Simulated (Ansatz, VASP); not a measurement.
**Mg5ZrN2 in VASP and in Ansatz**

```xyz
8
Lattice="3.2136 0.0000 0.0000 -1.6068 2.7831 0.0000 0.0000 0.0000 15.4763" Properties=species:S:1:pos:R:3 pbc="T T T"
Mg    0.0000    1.8554    2.5126
Mg    1.6068    0.9277   12.9637
Mg    0.0000    1.8554   10.3069
Mg    0.0000    0.0000    7.7381
Mg    1.6068    0.9277    5.1694
Zr    0.0000    0.0000    0.0000
N     0.0000    1.8554   14.1671
N     1.6068    0.9277    1.3092
```

Alike in both runs: task single point; functional PBE; k mesh 6 × 6 × 1; occupations gaussian, width 0.1 eV; no spin polarisation.

|  | VASP | Ansatz |
| --- | --- | --- |
| version | VASP 6.6.1 | Ansatz 0.2.0 |
| potentials or method | VASP PAW PBE potentials, release 64 (Mg, Zr_sv, N), cutoff 600 eV | scalar-relativistic, plane waves, PAW |
| valence electrons in the cell | 32 | 72 |

|  | VASP | Ansatz | Ansatz less VASP |
| --- | --- | --- | --- |
| gap on the k mesh at the Fermi level (eV) | none | none | - |
| pressure (GPa) | -0.4 | -0.2 | +0.17 |
| traceless stress, the component that is largest in VASP (GPa) | -0.29 | -0.25 | +0.038 |
| rms of the force components (eV/Å) | 0.012 | 0.008 | -0.0040 |

Atom by atom the forces differ by 0.008 eV/Å (rms over components). A gap of «none» marks a metal or a gap that the smearing closes. VASP's potentials hold 32 valence electrons a cell and Ansatz's 72, so a difference there can come from the potentials and not from the codes.

The k mesh is coarse, so the values compare programs but aren't converged.
